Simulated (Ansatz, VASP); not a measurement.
# SnO2: VASP beside Ansatz

```
Sn O
1.0
     4.57015    0.00000    0.00000
     0.00000    4.57015    0.00000
     0.00000    0.00000    3.30397
Sn O
2 4
Direct
  0.00000 0.00000 0.00000
  0.50000 0.50000 0.50000
  0.30728 0.30728 0.00000
  0.19272 0.80728 0.50000
  0.80728 0.19272 0.50000
  0.69272 0.69272 0.00000
```

Change from the starting cell: epitaxial_xy strain -4.0%.

Alike in both runs: task single point; functional r2SCAN; k mesh 6 × 6 × 8; no spin polarisation.

|  | VASP | Ansatz |
| --- | --- | --- |
| version | VASP 6.6.1 | Ansatz 0.2.0 |
| potentials or method | VASP PAW PBE potentials, release 64 (Sn_d, O) | plane waves, PAW |
| plane-wave cutoff (eV) | 520 | 500 |
| occupations | gaussian, width 0.01 eV | fixed |
| valence electrons in the cell | 52 | 52 |

VASP gave:

- gap on the k mesh at the Fermi level (eV): 2.23
- pressure (GPa): 11.0
- traceless stress, the component that is largest in VASP (GPa): -9.51
- rms of the force components (eV/Å): 0.006

Q: Which values does Ansatz return?

A: gap on the k mesh at the Fermi level (eV): 2.20; pressure (GPa): 9.6; traceless stress, the component that is largest in VASP (GPa): -9.59; rms of the force components (eV/Å): 0.000.

VASP's potentials were made for PBE, not for r2SCAN. Atom by atom the forces differ by 0.007 eV/Å (rms over components).
